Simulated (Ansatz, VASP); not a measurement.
AlNi: VASP beside Ansatz

```
CELL_PARAMETERS angstrom
0.00000 2.37465 2.37465
2.37465 0.00000 2.37465
2.37465 2.37465 0.00000
ATOMIC_POSITIONS crystal
Ni 0.00000 0.00000 0.00000
Al 0.50000 0.50000 0.50000
```

Alike in both runs: functional LDA; k mesh 15 × 15 × 15; occupations fermi-dirac, width 0.1 eV; no spin polarisation.

Ansatz relaxed the structure, and its values are those at the end. VASP's run is a single point on that final structure, the one shown.

|  | VASP | Ansatz |
| --- | --- | --- |
| version | VASP 6.6.1 | Ansatz 0.2.0 |
| potentials or method | VASP PAW LDA potentials, release 64 (Ni, Al) | PAW with Ansatz's default frozen-core files, scalar-relativistic |
| plane-wave cutoff (eV) | 520 | 420 |
| valence electrons in the cell | 13 | 21 |

Ansatz gave:

- pressure (GPa): 0.0

Q: Estimate VASP's values.

A: Pressure (GPa): 0.1.

LDA's correlation is that of Perdew and Zunger in VASP and of Perdew and Wang (1992) in Ansatz. VASP's potentials hold 13 valence electrons a cell and Ansatz's 21, so a difference there can come from the potentials and not from the codes.
